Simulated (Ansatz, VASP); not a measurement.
**Sn in VASP and in Ansatz**

File INCAR:

```
ALGO = Fast ; EDIFF = 1E-7
ENCUT = 520 ; GGA = PE
ISIF = 2 ; ISMEAR = 0
LASPH = True ; LCHARG = False
LREAL = False ; LWAVE = False
NBANDS = 21 ; NELM = 100
PREC = Accurate ; SIGMA = 0.15
```

File KPOINTS:

```
k-points
0
Gamma
  14 14 14
```

Contents of POSCAR:

```
Sn
1.0
    0.0000000000      3.1441078360      3.4585186196
    3.1441078360      0.0000000000      3.4585186196
    3.1441078360      3.1441078360      0.0000000000
Sn
2
Direct
    0.5000000000      0.5000000000      0.5000000000
    0.7500000000      0.7500000000      0.7500000000
```

Input for Ansatz:

```yaml
crystal:
  lattice:
    - [0.0, 3.144107836, 3.4585186196]
    - [3.144107836, 0.0, 3.4585186196]
    - [3.144107836, 3.144107836, 0.0]
  atoms:
    - { symbol: Sn, position: [0.5, 0.5, 0.5] }
    - { symbol: Sn, position: [0.75, 0.75, 0.75] }
basis:
  ecutwfc: 420
kpoints:
  mp_grid: { grid: [14, 14, 14] }
hamiltonian:
  xc: pbe
scf:
  occupations: { method: gaussian, width: 0.15 }
output:
  forces: true
  stress: true
  eigenvalues: true
```

Alike in both runs: task single point; functional PBE; k mesh 14 × 14 × 14; occupations gaussian, width 0.15 eV; no spin polarisation.

```csv
,VASP,Ansatz
version,VASP 6.6.1,Ansatz 0.2.0
potentials or method,"VASP PAW PBE potentials, release 64 (Sn_d), cutoff 520 eV","scalar-relativistic, plane waves, PAW"
valence electrons in the cell,28,28
```

|  | VASP | Ansatz | Ansatz less VASP |
| --- | --- | --- | --- |
| gap on the k mesh at the Fermi level (eV) | none | none | - |
| pressure (GPa) | 3.1 | 3.2 | +0.06 |
| traceless stress, the component that is largest in VASP (GPa) | -2.16 | -2.16 | -0.002 |

A gap of «none» marks a metal or a gap that the smearing closes.
